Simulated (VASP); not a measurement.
Crystal: O.

```
O
1.0
     0.45691   -1.66242    3.64705
     0.00000   -3.32483    0.00000
     5.70281    0.00000    0.00000
O
4
Direct
  0.15557 0.92221 0.94767
  0.15557 0.42221 0.44767
  0.84443 0.57779 0.55233
  0.84443 0.07779 0.05233
```

Base run:

| Quantity | Value |
| --- | --- |
| Program | VASP 6.6.1 |
| Functional | PBE |
| Potentials or basis | VASP PAW PBE potentials, release 64 (O) |
| Cutoff | 520 eV |
| k mesh | 8 × 8 × 5 |
| Occupations | fermi-dirac, width 0.05 eV |
| Spin | collinear spin, antiferromagnetic start |
| Starting moments | [0.6, -0.6, -0.6, 0.6] μB |

Its results: pressure 2.4 GPa; net moment 0.00 μB per cell; site moments O +0.81, -0.81 (each value once) μB; largest force 0.742 eV/Å.

Task: The run is repeated on the same cell with these changes: spin from collinear spin, antiferromagnetic start to collinear spin, ferrimagnetic start; moments at the start from [0.6, -0.6, -0.6, 0.6] to [0.6, 0.6, 0.6, -0.6]. What comes out?

Result: Pressure 1.6 GPa; net moment 1.31 μB per cell; site moments O -0.28, +0.81 (each value once) μB; largest force 0.755 eV/Å.

Caveats: the standard files for N, O and F lose accuracy on very short bonds; this functional lacks dispersion, which holds the molecules together, so the pressure and a relaxed volume are unreliable.
